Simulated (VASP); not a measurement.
# Si (Fd-3m) in VASP: a series of runs

Runs on Si. Level: PBEsol. Tasks: single point.

Everything below comes from runs of VASP 6.6.1. Logs are shortened: lines on timing, memory, paths and dates and some standing lists are left out, and cuts for length are marked.

**1. The cell of the first run**

It takes space group Fd-3m (No. 227, cubic). Conventional cell: a = 5.434 Å, b = 5.434 Å, c = 5.434 Å, α = 90.00°, β = 90.00°, γ = 90.00°. Si (site symmetry -43m) has 4 Si at 2.35 Å within 3.1 Å.

**2. Single point, PBEsol**

File INCAR:

```
  PREC = Accurate
  ENCUT = 520
  EDIFF = 1E-6
  ISMEAR = 0
  SIGMA = 0.02
  LREAL = False
  LASPH = True
  NELM = 100
  ALGO = Normal
  ISIF = 2
  LWAVE = False
  LCHARG = False
  GGA = PS
  NBANDS = 11
```

File KPOINTS:

```
Automatic mesh
0
Gamma
  8 8 8
```

File POSCAR:

```
Si
1.0
    0.0000000000      2.7169171024      2.7169171024
    2.7169171024      0.0000000000      2.7169171024
    2.7169171024      2.7169171024      0.0000000000
Si
2
Direct
    0.7500000000      0.7500000000      0.7500000000
    0.5000000000      0.5000000000      0.5000000000
```

Potentials or basis: VASP PAW PBE potentials, release 64 (Si).

Started as:

```bash
> cat potpaw_PBE.64/Si/POTCAR > POTCAR
> mpirun -np 1 vasp_std > vasp.out
```

OUTCAR:

```text
PREC = Accurate
   ENCUT = 520
   EDIFF = 1E-6
   ISMEAR = 0
   LREAL = False
   LASPH = True
   NELM = 100
   ISIF = 2
   GGA = PS

 ion  position               nearest neighbor table
   1  0.750  0.750  0.750-   2 2.35   2 2.35   2 2.35   2 2.35
   2  0.500  0.500  0.500-   1 2.35   1 2.35   1 2.35   1 2.35

  LATTYP: Found a face centered cubic cell.
 ALAT       =     5.4338342048

  Lattice vectors:

 A1 = (   0.0000000000,   2.7169171024,   2.7169171024)
 A2 = (   2.7169171024,   0.0000000000,   2.7169171024)
 A3 = (   2.7169171024,   2.7169171024,   0.0000000000)

Analysis of symmetry for initial positions (statically):
=====================================================================
 Subroutine PRICEL returns:
 Original cell was already a primitive cell.

 Routine SETGRP: Setting up the symmetry group for a
 face centered cubic supercell.

 Subroutine GETGRP returns: Found 48 space group operations
 (whereof 24 operations were pure point group operations)
 out of a pool of 48 trial point group operations.

The static configuration has the point symmetry T_d .
 The point group associated with its full space group is O_h .

Analysis of symmetry for dynamics (positions and initial velocities):
=====================================================================
 Subroutine PRICEL returns:
 Original cell was already a primitive cell.

 Routine SETGRP: Setting up the symmetry group for a
 face centered cubic supercell.

 Subroutine GETGRP returns: Found 48 space group operations
 (whereof 24 operations were pure point group operations)
 out of a pool of 48 trial point group operations.

The dynamic configuration has the point symmetry T_d .
 The point group associated with its full space group is O_h .

 Subroutine INISYM returns: Found 48 space group operations
 (whereof 24 operations are pure point group operations),
 and found     1 'primitive' translations

----------------------------------------------------------------------------------------

                                     Primitive cell

  volume of cell :      40.1106

  direct lattice vectors                    reciprocal lattice vectors
     0.000000000  2.716917102  2.716917102    -0.184032115  0.184032115  0.184032115
     2.716917102  0.000000000  2.716917102     0.184032115 -0.184032115  0.184032115
     2.716917102  2.716917102  0.000000000     0.184032115  0.184032115 -0.184032115

  length of vectors
     3.842301014  3.842301014  3.842301014     0.318752973  0.318752973  0.318752973

  position of ions in fractional coordinates (direct lattice)
     0.750000000  0.750000000  0.750000000
     0.500000000  0.500000000  0.500000000

  ion indices of the primitive-cell ions
   primitive index   ion index
                 1           1
                 2           2

----------------------------------------------------------------------------------------

 KPOINTS: Automatic mesh

Automatic generation of k-mesh.
 Grid dimensions read from file:
 generate k-points for:    8    8    8

 Generating k-lattice:

  Cartesian coordinates                     Fractional coordinates (reciprocal lattice)
    -0.023004014  0.023004014  0.023004014     0.125000000  0.000000000  0.000000000
     0.023004014 -0.023004014  0.023004014     0.000000000  0.125000000  0.000000000
     0.023004014  0.023004014 -0.023004014     0.000000000  0.000000000  0.125000000

  Length of vectors
     0.039844122  0.039844122  0.039844122

  Shift w.r.t. Gamma in fractional coordinates (k-lattice)
     0.000000000  0.000000000  0.000000000

 Subroutine IBZKPT returns following result:
 ===========================================

 Found     29 irreducible k-points:

 Following reciprocal coordinates:
            Coordinates               Weight
  0.000000  0.000000  0.000000      1.000000
  0.125000  0.000000  0.000000      8.000000
  0.250000  0.000000  0.000000      8.000000
  0.375000  0.000000  0.000000      8.000000
  0.500000  0.000000  0.000000      4.000000
  0.125000  0.125000  0.000000      6.000000
[... 16 lines left out ...]
  0.500000  0.250000  0.125000     48.000000
 -0.375000  0.250000  0.125000     24.000000
 [... further k-points ...]
   k-points           NKPTS =     29   k-points in BZ     NKDIM =     29   number of bands    NBANDS=     11
   number of dos      NEDOS =    301   number of ions     NIONS =      2
   total plane-waves  NPLWV =  27000
   dimension x,y,z NGX =    30 NGY =   30 NGZ =   30
   dimension x,y,z NGXF=    60 NGYF=   60 NGZF=   60
   ions per type =               2
   NGX,Y,Z   is equivalent  to a cutoff of  12.98, 12.98, 12.98 a.u.
   NGXF,Y,Z  is equivalent  to a cutoff of  25.96, 25.96, 25.96 a.u.
 SYSTEM =  unknown system
   PREC   = accura    normal or accurate (medium, high low for compatibility)
   ISTART =      0    job   : 0-new  1-cont  2-samecut
   ICHARG =      2    charge: 1-file 2-atom 10-const
   ISPIN  =      1    spin polarized calculation?
   LNONCOLLINEAR =      F non collinear calculations
   LSORBIT =      F    spin-orbit coupling
   LASPH  =      T    aspherical Exc in radial PAW
   ENCUT  =  520.0 eV  38.22 Ry    6.18 a.u.   7.14  7.14  7.14*2*pi/ulx,y,z
   NELM   =    100;   NELMIN=  2; NELMDL= -5     # of ELM steps
   EDIFF  = 0.1E-05   stopping-criterion for ELM
   LREAL  =      F    real-space projection
   EDIFFG = 0.1E-04   stopping-criterion for IOM
   NSW    =      0    number of steps for IOM
   IBRION =     -1    ionic relax: 0-MD 1-quasi-New 2-CG
   NFREE  =      0    steps in history (QN), initial steepest desc. (CG)
   ISIF   =      2    stress and relaxation
   ISYM   =      2    0-nonsym 1-usesym 2-fastsym
   POTIM  = 0.5000    time-step for ionic-motion
   TEBEG  =    0.0;   TEEND  =   0.0 temperature during run
   PSTRESS=    0.0 pullay stress
   NELECT =       8.0000    total number of electrons
   NUPDOWN=      -1.0000    fix difference up-down
   EMIN   =  10.00;   EMAX   =-10.00  energy-range for DOS
   EFERMI =   0.00;   METHOD = LEGACY
   ISMEAR =     0;   SIGMA  =   0.02  broadening in eV -4-tet -1-fermi 0-gaus
   EFERMI_NEDOS =   21; number of points for ismear=-14 and -15
   IALGO  =     38    algorithm
   IMIX   =      4    mixing-type and parameters
     AMIX     =   0.40;   BMIX     =  1.00
     AMIX_MAG =   1.60;   BMIX_MAG =  1.00
  volume/ion in A,a.u.               =      20.06       135.34
  Fermi-wavevector in a.u.,A,eV,Ry     =   0.956500  1.807523 12.447872  0.914893
  Thomas-Fermi vector in A             =   2.085434
   LORBIT       =      0    0 simple, 1 ext, 2 COOP (PROOUT), +10 PAW based schemes
   GGA     = PS    functional components
   LHFCALC =     F    Hartree Fock is set to
   AEXX    =    0.0000 exact exchange contribution
   IVDW    =     0    specifies the selected vdW correction
   LEPSILON=     F    determine dielectric tensor
   LRPA    =     F    only Hartree local field effects (RPA)
 non-spin polarized calculation
 Gauss-broadening in eV      SIGMA  =   0.02
  energy-cutoff  :      520.00
  volume of cell :       40.11
 maximum number of plane-waves:      1106
 NGX is ok and might be reduce to    30
   NGX = 15   NGY = 15   NGZ = 15

 number of electron       8.0000001 magnetization

 Free energy of the ion-electron system (eV)
  ---------------------------------------------------
  ext. energy  EPLUGINS =         0.00000000
  ---------------------------------------------------
  free energy    TOTEN  =       -11.48911737 eV

  energy without entropy =      -11.48911737  energy(sigma->0) =      -11.48911737

 E-fermi :   5.9271     XC(G=0):  -9.5463

 val. band max:        5.7740601718   @ k =   0.0000   0.0000   0.0000
 cond. band min:       6.2794852219   @ k =   0.3750   0.3750   0.0000
 fundamental gap:      0.5054250501
 Fermi energy:         5.9271108508

 k-point     1 :       0.0000    0.0000    0.0000
  band No.  band energies     occupation
      1      -6.2048      2.00000
      2       5.7741      2.00000
      3       5.7741      2.00000
      4       5.7741      2.00000
      5       8.2900      0.00000
      6       8.2900      0.00000
      7       8.2900      0.00000
      8       9.0785      0.00000
      9      13.4608      0.00000
     10      13.4608      0.00000
     11      13.4767      0.00000

 k-point     2 :       0.1250    0.0000    0.0000
  band No.  band energies     occupation
      1      -6.0001      2.00000
      2       4.1617      2.00000
      3       5.4819      2.00000
      4       5.4819      2.00000
      5       8.2144      0.00000
      6       8.7174      0.00000
      7       8.7174      0.00000
      8      10.4280      0.00000
      9      12.9566      0.00000
     10      12.9566      0.00000
     11      14.2832      0.00000

 k-point     3 :       0.2500    0.0000    0.0000
  band No.  band energies     occupation
      1      -5.4028      2.00000
      2       1.8248      2.00000
      3       5.0097      2.00000
      4       5.0097      2.00000
      5       7.7290      0.00000
      6       9.2302      0.00000
      7       9.2302      0.00000
      8      12.6079      0.00000
      9      12.9035      0.00000
     10      12.9035      0.00000
     11      14.5516      0.00000
[... 267 lines left out ...]
 k-point    23 :       0.5000    0.2500    0.1250
  band No.  band energies     occupation
      1      -3.9790      2.00000
      2      -0.0826      2.00000
      3       2.4167      2.00000
      4       3.8256      2.00000
      5       8.5699      0.00000
      6       9.2521      0.00000
      7      10.7097      0.00000
      8      11.6539      0.00000
      9      14.7259      0.00000
     10      15.4066      0.00000
     11      17.6235      0.00000

 k-point    24 :      -0.3750    0.2500    0.1250
  band No.  band energies     occupation
      1      -3.3201      2.00000
      2      -1.0366      2.00000
      3       2.2892      2.00000
      4       3.5931      2.00000
      5       8.7708      0.00000
      6       8.8113      0.00000
      7      11.6293      0.00000
      8      12.8063      0.00000
      9      13.0926      0.00000
     10      16.2532      0.00000
     11      17.3861      0.00000

 [... further k-points ...]

------------------------ aborting loop because EDIFF is reached ----------------------------------------

  FORCE on cell =-STRESS in cart. coord.  units (eV):
  Direction    XX          YY          ZZ          XY          YZ          ZX
  --------------------------------------------------------------------------------------
  -------------------------------------------------------------------------------------
  Total        0.0271329      0.0271329      0.0271329      0.0000000      0.0000000      0.0000000
  in kB        1.0837943      1.0837943      1.0837943      0.0000000      0.0000000      0.0000000
  external PRESSURE =       1.0837943 kB  Pullay stress =       0.0000000 kB

 VOLUME and BASIS-vectors are now :
 -----------------------------------------------------------------------------
  energy-cutoff  :      520.00
  volume of cell :       40.11
      direct lattice vectors                 reciprocal lattice vectors
     0.000000000  2.716917102  2.716917102    -0.184032115  0.184032115  0.184032115
     2.716917102  0.000000000  2.716917102     0.184032115 -0.184032115  0.184032115
     2.716917102  2.716917102  0.000000000     0.184032115  0.184032115 -0.184032115

 POSITION                                       TOTAL-FORCE (eV/Angst)
 -----------------------------------------------------------------------------------
      4.07538      4.07538      4.07538        -0.000000     -0.000000     -0.000000
      2.71692      2.71692      2.71692         0.000000      0.000000      0.000000
 -----------------------------------------------------------------------------------
    total drift:                                0.000000     -0.000000     -0.000000

  FREE ENERGIE OF THE ION-ELECTRON SYSTEM (eV)
  ---------------------------------------------------
  free  energy   TOTEN  =       -11.4891173711 eV

  energy  without entropy=      -11.4891173711  energy(sigma->0) =      -11.48911737
```

It took 12 s on 1 thread of AMD EPYC 7R43 (Zen 3), shared host; peak memory 0.12 GiB.

Results:

```
Free energy            : -11.4891 eV
Pressure               : 0.1 GPa
Band gap on the k mesh : 0.51 eV, indirect (least direct gap 2.52 eV)
```

Levels at points of the mesh, in eV from the valence-band top:
```csv
k point,band 2,band 3,band 4,band 5,band 6,band 7
"(0.00, 0.00, 0.00)",0.00,0.00,0.00,2.52,2.52,2.52
"(0.50, 0.00, 0.00)",-7.01,-1.20,-1.20,1.46,3.27,3.27
"(0.50, 0.50, 0.00)",-7.82,-2.87,-2.87,0.59,0.59,10.05
```

Caveat: the PAW data sets were made with another functional, which shifts forces and pressure a little. A k mesh can miss the band edges.

(Continued in part 2 of 2.)
